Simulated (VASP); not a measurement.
# Si in VASP: a series of runs, part 3 of 3

VASP 6.6.1.

**6. Single point, PBE**

This run uses another cell than the first one, of 20.44 Å³/atom.

INCAR reads:

```
ALGO = Normal
EDIFF = 1E-7
ENCUT = 520
GGA = PE
ISIF = 2
ISMEAR = 0
LASPH = T
LCHARG = F
LREAL = Auto
LWAVE = F
NBANDS = 46
NELM = 100
PREC = Accurate
SIGMA = 0.02
```

KPOINTS reads:

```
k-points
0
Gamma
  12 12 1
```

POSCAR reads:

```
Si
1.0
    3.8635325314      0.0000000000      0.0000000000
   -1.9317662657      3.3459173205      0.0000000000
    0.0000000000      0.0000000000     25.3024504907
Si
16
Direct
    0.3333333333      0.6666666667      0.2028529520
    0.6666666667      0.3333333333      0.7028529520
    0.3333333333      0.6666666667      0.5780204367
    0.6666666667      0.3333333333      0.0780204367
    0.0000000000      0.0000000000      0.9532122846
    0.0000000000      0.0000000000      0.4532122846
    0.3333333333      0.6666666667      0.8284828332
    0.6666666667      0.3333333333      0.3284828332
    0.3333333333      0.6666666667      0.9219795633
    0.6666666667      0.3333333333      0.4219795633
    0.0000000000      0.0000000000      0.0467877154
    0.0000000000      0.0000000000      0.5467877154
    0.3333333333      0.6666666667      0.2971470480
    0.6666666667      0.3333333333      0.7971470480
    0.3333333333      0.6666666667      0.6715171668
    0.6666666667      0.3333333333      0.1715171668
```

Potentials or basis: VASP PAW PBE potentials, release 64 (Si).

Launch:

```sh
> cat potpaw_PBE.64/Si/POTCAR > POTCAR
> mpirun -np 1 vasp_std > vasp.out
```

OUTCAR:

```text
EDIFF = 1E-7
   ENCUT = 520
   GGA = PE
   ISIF = 2
   ISMEAR = 0
   LASPH = T
   LREAL = Auto
   NELM = 100
   PREC = Accurate

 ion  position               nearest neighbor table
   1  0.333  0.667  0.203-  16 2.37  16 2.37  16 2.37  13 2.39
   2  0.667  0.333  0.703-  15 2.37  15 2.37  15 2.37  14 2.39
   3  0.333  0.667  0.578-  15 2.37  12 2.37  12 2.37  12 2.37
   4  0.667  0.333  0.078-  16 2.37  11 2.37  11 2.37  11 2.37
   5  0.000  0.000  0.953-   9 2.37   9 2.37   9 2.37  11 2.37
   6  0.000  0.000  0.453-  10 2.37  10 2.37  10 2.37  12 2.37
[... 8 lines left out ...]
  15  0.333  0.667  0.672-   3 2.37   2 2.37   2 2.37   2 2.37
  16  0.667  0.333  0.172-   4 2.37   1 2.37   1 2.37   1 2.37

  LATTYP: Found a hexagonal cell.
 ALAT       =     3.8635325314
 C/A-ratio  =     6.5490455393

  Lattice vectors:

 A1 = (   3.8635325314,   0.0000000000,   0.0000000000)
 A2 = (  -1.9317662657,   3.3459173205,   0.0000000000)
 A3 = (   0.0000000000,   0.0000000000,  25.3024504907)

[... 203 lines left out ...]
 fundamental gap:      0.6470273617
 Fermi energy:         5.7969946058

 k-point     1 :       0.0000    0.0000    0.0000
  band No.  band energies     occupation
      1      -6.2041      2.00000
      2      -6.0103      2.00000
      3      -5.9974      2.00000
      4      -5.4244      2.00000
      5      -5.4165      2.00000
      6      -4.5487      2.00000
[... 882 lines left out ...]
     43       9.5807      0.00000
     44      10.2530      0.00000
 [bands above 44 left out]

------------------------ aborting loop because EDIFF is reached ----------------------------------------

  FORCE on cell =-STRESS in cart. coord.  units (eV):
  Direction    XX          YY          ZZ          XY          YZ          ZX
  --------------------------------------------------------------------------------------
  -------------------------------------------------------------------------------------
  Total       -0.1570878     -0.1570878     -0.0640315      0.0000000      0.0000000      0.0000000
  in kB       -0.7694683     -0.7694683     -0.3136474      0.0000000      0.0000000      0.0000000
  external PRESSURE =      -0.6175280 kB  Pullay stress =       0.0000000 kB

 VOLUME and BASIS-vectors are now :
 -----------------------------------------------------------------------------
  energy-cutoff  :      520.00
  volume of cell :      327.09
      direct lattice vectors                 reciprocal lattice vectors
     3.863532531  0.000000000  0.000000000     0.258830485  0.149435850  0.000000000
    -1.931766266  3.345917320  0.000000000     0.000000000  0.298871701  0.000000000
     0.000000000  0.000000000 25.302450491     0.000000000  0.000000000  0.039521864

 POSITION                                       TOTAL-FORCE (eV/Angst)
 -----------------------------------------------------------------------------------
     -0.00000      2.23061      5.13268         0.000000     -0.000000     -0.006103
      1.93177      1.11531     17.78390         0.000000     -0.000000     -0.006103
     -0.00000      2.23061     14.62533         0.000000     -0.000000     -0.002194
      1.93177      1.11531      1.97411        -0.000000      0.000000     -0.002194
      0.00000      0.00000     24.11861         0.000000     -0.000000     -0.000284
      0.00000      0.00000     11.46738         0.000000      0.000000     -0.000284
[... 8 lines left out ...]
     -0.00000      2.23061     16.99103         0.000000     -0.000000     -0.001342
      1.93177      1.11531      4.33980         0.000000      0.000000     -0.001342
 -----------------------------------------------------------------------------------
    total drift:                               -0.000000     -0.000000     -0.000000

  FREE ENERGIE OF THE ION-ELECTRON SYSTEM (eV)
  ---------------------------------------------------
  free  energy   TOTEN  =       -86.7804125516 eV

  energy  without entropy=      -86.7804125516  energy(sigma->0) =      -86.78041255
```

stdout:

```text
POSCAR found type information on POSCAR Si
 POSCAR found :  1 types and      16 ions
 scaLAPACK will be used
 LDA part: xc-table for (Slater+PW92), standard interpolation
 POSCAR, INCAR and KPOINTS ok, starting setup
 FFT: planning ... GRIDC
 FFT: planning ... GRID_SOFT
 FFT: planning ... GRID
 WAVECAR not read
 entering main loop
```

It took 5.3 min on 1 thread of Intel Xeon 6975P-C (Granite Rapids), shared host; peak memory 0.46 GiB.

Results:

```
Free energy            : -86.7804 eV
Pressure               : -0.1 GPa
Largest force          : 0.006 eV/Å
Band gap on the k mesh : 0.65 eV (least direct gap 1.32 eV)
```

Forces on the atoms (eV/Å):
```
Si   0.000  0.000 -0.006
Si   0.000  0.000 -0.006
Si   0.000  0.000 -0.002
Si   0.000  0.000 -0.002
Si   0.000  0.000  0.000
Si   0.000  0.000  0.000
Si   0.000  0.000  0.001
Si   0.000  0.000  0.001
Si   0.000  0.000  0.002
Si   0.000  0.000  0.002
Si   0.000  0.000  0.000
Si   0.000  0.000  0.000
Si   0.000  0.000  0.006
Si   0.000  0.000  0.006
Si   0.000  0.000 -0.001
Si   0.000  0.000 -0.001
```

Caveat: an odd mesh through Γ misses points on the zone boundary, where band edges can lie.

**7. Single point, PBE**

This run uses another cell than the first one, of 20.45 Å³/atom.

INCAR reads:

```
SYSTEM = Si
PREC     = Accurate       ! precision mode
ENCUT    = 520            ! plane-wave cutoff, eV
EDIFF    = 1E-6           ! SCF threshold, eV
ISMEAR   = 0              ! smearing method
SIGMA    = 0.1            ! smearing width, eV
LREAL    = Auto         
LASPH    = .TRUE.         ! aspherical terms in the spheres
NELM     = 80             ! most SCF steps
ALGO     = Normal         ! electronic algorithm
ISIF     = 2              ! what is computed and relaxed
LWAVE    = .FALSE.        ! write WAVECAR
LCHARG   = .FALSE.        ! write CHGCAR
GGA      = PE             ! functional
NBANDS   = 46             ! bands
```

KPOINTS reads:

```
regular mesh
0
G
  6 6 1
  0 0 0
```

POSCAR reads:

```
Si
1.0
    3.8674295165      0.0002921685      0.0003239028
   -1.9334566730      3.3482408166     -0.0002009175
    0.0035286844     -0.0000824512     25.2621964887
Si
16
Direct
    0.3332999336      0.6673500118      0.2028169051
    0.6665759599      0.3331130723      0.7028239661
    0.3330433216      0.6663914202      0.5780008857
    0.6665110869      0.3339822468      0.0780042573
    0.0002208797      0.0008182228      0.9531432626
   -0.0007445890      0.9987396112      0.4531443236
    0.3344121541      0.6677474927      0.8283570498
    0.6666061174      0.3318451148      0.3283613402
    0.3336533916      0.6675573616      0.9219950545
    0.6658689529      0.3319766873      0.4219983669
   -0.0000495154      1.0007425798      0.0468547571
   -0.0003550179     -0.0003940507      0.5468538087
    0.3332492211      0.6652051973      0.2971767237
    0.6678020845      0.3344264114      0.7971854555
    0.3331571403      0.6663084507      0.6716429998
    0.6667488785      0.3341901699      0.1716408434
```

Launch:

```sh
> cat potpaw_PBE.64/Si/POTCAR > POTCAR
> mpirun -np 1 vasp_std > vasp.out
```

Wall time 4 min (1 thread of Intel Xeon 6975P-C (Granite Rapids), shared host); peak memory 0.47 GiB.

Results (log left out):

* Free energy: -86.6833 eV
* Pressure: 0.0 GPa
* Largest force: 0.020 eV/Å
* Band gap on the k mesh: 0.65 eV (least direct gap 1.30 eV)

Forces on the atoms (eV/Å):
```
Si   0.002 -0.002 -0.006
Si   0.001  0.000 -0.006
Si   0.001  0.000  0.001
Si   0.002  0.000  0.000
Si   0.000  0.001  0.001
Si  -0.001  0.002  0.001
Si  -0.003 -0.002  0.020
Si  -0.005  0.004  0.017
Si   0.002 -0.002 -0.001
Si   0.003  0.003 -0.001
Si   0.001 -0.001 -0.001
Si   0.001 -0.001 -0.001
Si  -0.002  0.005  0.006
Si  -0.002 -0.003  0.004
Si   0.000  0.002 -0.018
Si   0.000 -0.005 -0.018
```

Stress tensor (GPa, compression positive):
```
-0.10 -0.01 -0.01
-0.01 -0.07  0.00
-0.01  0.00  0.05
```

Levels at points of the mesh, in eV from the valence-band top:
| k point | band 28 | band 29 | band 30 | band 31 | band 32 | band 33 | band 34 | band 35 | band 36 | band 37 |
| --- | --- | --- | --- | --- | --- | --- | --- | --- | --- | --- |
| (0.00, 0.00, 0.00) | -0.26 | -0.25 | -0.05 | 0.00 | 0.00 | 1.30 | 1.37 | 1.56 | 1.82 | 1.98 |
| (0.50, 0.00, 0.00) | -1.86 | -1.58 | -1.58 | -1.50 | -1.23 | 0.65 | 0.78 | 0.89 | 0.96 | 1.12 |
| (0.00, 0.50, 0.00) | -1.86 | -1.59 | -1.59 | -1.50 | -1.23 | 0.65 | 0.78 | 0.89 | 0.96 | 1.12 |
| (0.50, 0.50, 0.00) | -1.86 | -1.59 | -1.58 | -1.50 | -1.23 | 0.65 | 0.78 | 0.89 | 0.96 | 1.12 |

Caveat: an odd mesh through Γ misses points on the zone boundary, where band edges can lie.

**8. Overview**

| task | cell | k mesh | cutoff (eV) | smearing | gap on the mesh (eV) | pressure (GPa) | largest force (eV/Å) |
| --- | --- | --- | --- | --- | --- | --- | --- |
| single point | a = 3.623, b = 3.623, c = 23.707 Å, angles 90.0, 90.0, 120.0°, 16 atoms, atomic positions A | 6 × 6 × 1 | 520 | gaussian 0.1 eV | 0.21 | 25.8 | 0.20 |
| single point | a = 3.866, b = 3.866, c = 25.260 Å, angles 90.0, 90.0, 120.0°, 16 atoms, atomic positions B | 6 × 6 × 1 | 520 | gaussian 0.1 eV | 0.65 | 0.0 | 0.01 |
| single point | a = 3.864, b = 3.864, c = 25.302 Å, angles 90.0, 90.0, 120.0°, 16 atoms, atomic positions B | 6 × 6 × 1 | 520 | gaussian 0.1 eV | 0.65 | 0.0 | 0.01 |
| relaxation of cell and atoms | relaxed from a = 3.623, b = 3.623, c = 23.707 Å, angles 90.0, 90.0, 120.0°, 16 atoms, atomic positions A | 6 × 6 × 1 | 600 | gaussian 0.1 eV | 0.65 | -0.1 | 0.03 |
| single point | a = 3.864, b = 3.864, c = 25.302 Å, angles 90.0, 90.0, 120.0°, 16 atoms, atomic positions B | 12 × 12 × 1 | 520 | gaussian 0.02 eV | 0.65 | -0.1 | 0.01 |
| single point | a = 3.867, b = 3.866, c = 25.262 Å, angles 90.0, 90.0, 120.0°, 16 atoms, atomic positions B | 6 × 6 × 1 | 520 | gaussian 0.1 eV | 0.65 | 0.0 | 0.02 |

Alike in all rows: level PBE; potentials or basis VASP PAW PBE potentials, release 64 (Si); no spin polarisation.

Caveats: an odd mesh through Γ misses points on the zone boundary, where band edges can lie; the cell stands under pressure (at least some runs); the volume moved by over 15 % at a fixed basis, so the end points are rough (at least some runs).

Total energies depend on the potentials used, so only differences within one code and one set of settings carry meaning.
